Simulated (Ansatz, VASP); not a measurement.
# SiC: VASP beside Ansatz

```
Si C
1.0
     3.01426    0.00000    0.00000
    -1.50713    2.61042    0.00000
     0.00000    0.00000    5.07032
Si C
2 2
Direct
  0.33333 0.66667 0.00610
  0.66667 0.33333 0.50610
  0.33333 0.66667 0.37890
  0.66667 0.33333 0.87890
```

Change from the starting cell: film at in-plane strain -0.02.

Alike in both runs: task single point; functional PBEsol; k mesh 8 × 8 × 6; no spin polarisation.

```csv
,VASP,Ansatz
version,VASP 6.6.1,Ansatz 0.2.0
potentials or method,"VASP PAW PBE potentials, release 64 (Si, C), cutoff 520 eV","all-electron LAPW, scalar-relativistic"
occupations,"gaussian, width 0.01 eV",fixed
```

|  | VASP | Ansatz | Ansatz less VASP |
| --- | --- | --- | --- |
| gap on the k mesh at the Fermi level (eV) | 2.11 | 2.12 | +0.013 |
| pressure (GPa) | 9.1 | 8.6 | -0.47 |
| traceless stress, the component that is largest in VASP (GPa) | -8.82 | -8.72 | +0.104 |

VASP's potentials were made for PBE, not for PBEsol. Ansatz ran all-electron here, and VASP with PAW potentials.
